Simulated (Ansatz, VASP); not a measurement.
# InCo2Cl6: VASP beside Ansatz

The input POSCAR:

```
InCo2Cl6
1.0
    0.0000000000      5.0867430000      5.0867430000
    5.0867430000      0.0000000000      5.0867430000
    5.0867430000      5.0867430000      0.0000000000
Co In Cl
2 1 6
Direct
    0.2500000000      0.2500000000      0.2500000000
    0.7500000000      0.7500000000      0.7500000000
    0.5000000000      0.5000000000      0.5000000000
    0.2894000000      0.7106000000      0.2894000000
    0.2894000000      0.7106000000      0.7106000000
    0.7106000000      0.2894000000      0.7106000000
    0.7106000000      0.2894000000      0.2894000000
    0.2894000000      0.2894000000      0.7106000000
    0.7106000000      0.7106000000      0.2894000000
```

The input INCAR.step1:

```
SYSTEM = InCo2Cl6
  PREC = Accurate
  ENCUT = 520
  ISMEAR = -1
  SIGMA = 0.1
  LREAL = .False.
  LASPH = .True.
  NELM = 100
  NBANDS = 46
  GGA = PE
  ALGO = Normal
  EDIFF = 1E-4
  LWAVE = .True.
  LCHARG = .False.
```

Contents of INCAR.step2:

```
SYSTEM = InCo2Cl6
  PREC = Accurate
  ENCUT = 520
  EDIFF = 1E-6
  ISMEAR = -1
  SIGMA = 0.1
  LREAL = .False.
  LASPH = .True.
  NELM = 100
  ALGO = Normal
  ISIF = 2
  LWAVE = .False.
  LCHARG = .False.
  METAGGA = R2SCAN
  LMIXTAU = .True.
  NBANDS = 46
  ISTART = 1
```

File KPOINTS:

```
Automatic mesh
0
Gamma
  3 3 3
  0 0 0
```

Input for Ansatz:

```yaml
crystal:
  lattice:
    - [0.0, 5.086743, 5.086743]
    - [5.086743, 0.0, 5.086743]
    - [5.086743, 5.086743, 0.0]
  atoms:
    - { symbol: Co, position: [0.25, 0.25, 0.25] }
    - { symbol: Co, position: [0.75, 0.75, 0.75] }
    - { symbol: In, position: [0.5, 0.5, 0.5] }
    - { symbol: Cl, position: [0.2894, 0.7106, 0.2894] }
    - { symbol: Cl, position: [0.2894, 0.7106, 0.7106] }
    - { symbol: Cl, position: [0.7106, 0.2894, 0.7106] }
    - { symbol: Cl, position: [0.7106, 0.2894, 0.2894] }
    - { symbol: Cl, position: [0.2894, 0.2894, 0.7106] }
    - { symbol: Cl, position: [0.7106, 0.7106, 0.2894] }
  symmetry: { tolerance: 0.0003 }
kpoints:
  mp_grid: { grid: [3, 3, 3], shift: [0, 0, 0] }
magnetization:
  spin_polarized: false
scf:
  occupations: { method: fermi_dirac }
hamiltonian:
  pseudopotentials: { kind: paw }
  xc: r2scan
basis:
  ecutwfc: 500
  xc_grid: 2
output:
  forces: true
  stress: true
  eigenvalues: true
```

Alike in both runs: task single point; functional r2SCAN; k mesh 3 × 3 × 3; no spin polarisation.

|  | VASP | Ansatz |
| --- | --- | --- |
| version | VASP 6.6.1 | Ansatz 0.2.0 |
| potentials or method | VASP PAW PBE potentials, release 64 (Co, In_d, Cl), cutoff 520 eV | PAW plane waves |
| occupations | fermi-dirac, width 0.1 eV | fermi-dirac |
| valence electrons in the cell | 73 | 89 |

```tsv
	VASP	Ansatz	Ansatz less VASP
gap on the k mesh at the Fermi level (eV)	none	none	-
pressure (GPa)	15.4	15.5	+0.14
rms of the force components (eV/Å)	3.739	3.753	+0.0135
```

VASP's potentials were made for PBE, not for r2SCAN. Atom by atom the forces differ by 0.014 eV/Å (rms over components). A gap of «none» marks a metal or a gap that the smearing closes. VASP's potentials hold 73 valence electrons a cell and Ansatz's 89, so a difference there can come from the potentials and not from the codes.
